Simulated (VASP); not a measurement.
A run of VASP 6.6.1:

Contents of POSCAR:

```
Al3Ni
1.0
    6.8041761303      0.0000000000      0.0000000000
    0.0000000000      7.5338771981      0.0000000000
    0.0000000000      0.0000000000      4.9155468522
Al Ni
12 4
Direct
    0.0052993649      0.2500000000      0.9184505508
    0.1678226583      0.4434838876      0.3618183269
    0.1678226583      0.0565161124      0.3618183269
    0.3321773417      0.5565161124      0.8618183269
    0.6678226583      0.4434838876      0.1381816731
    0.8321773417      0.9434838876      0.6381816731
    0.6678226583      0.0565161124      0.1381816731
    0.8321773417      0.5565161124      0.6381816731
    0.3321773417      0.9434838876      0.8618183269
    0.5052993649      0.2500000000      0.5815494492
    0.9947006351      0.7500000000      0.0815494492
    0.4947006351      0.7500000000      0.4184505508
    0.8680026101      0.2500000000      0.4449834315
    0.3680026101      0.2500000000      0.0550165685
    0.1319973899      0.7500000000      0.5550165685
    0.6319973899      0.7500000000      0.9449834315
```

The input INCAR.step1:

```
SYSTEM = Al3Ni
PREC = Accurate
ENCUT = 520
ISMEAR = 0
SIGMA = 0.1
LREAL = Auto
LASPH = .TRUE.
NELM = 60
NBANDS = 52
GGA = PE
ALGO = Normal
EDIFF = 1E-4
LWAVE = .TRUE.
LCHARG = .FALSE.
KPAR = 4
```

The input INCAR.step2:

```
SYSTEM = Al3Ni
PREC = Accurate
ENCUT = 520
EDIFF = 1E-7
ISMEAR = 0
SIGMA = 0.1
LREAL = Auto
LASPH = .TRUE.
NELM = 60
ALGO = Normal
ISIF = 2
LWAVE = .FALSE.
LCHARG = .FALSE.
METAGGA = R2SCAN
LMIXTAU = .TRUE.
NBANDS = 52
ISTART = 1
KPAR = 4
```

Contents of KPOINTS:

```
Automatic mesh
0
G
  6 6 8
  0 0 0
```

Potentials or basis: VASP PAW PBE potentials, release 64 (Al, Ni).

Run with:

```console
$ cat potpaw_PBE.64/Al/POTCAR potpaw_PBE.64/Ni/POTCAR > POTCAR
$ cp INCAR.step1 INCAR
$ mpirun -np 4 vasp_std > vasp.out
$ cp INCAR.step2 INCAR
$ mpirun -np 4 vasp_std > vasp.out
```

Hardware: 4 MPI ranks on AMD EPYC 9755 128-Core Processor, on a shared host.

How long does it take, and how much memory?

Wall time 47 min on 4 MPI ranks on AMD EPYC 9755 128-Core Processor, on a shared host, peak memory 0.78 GiB a rank. Counts: k points 80.
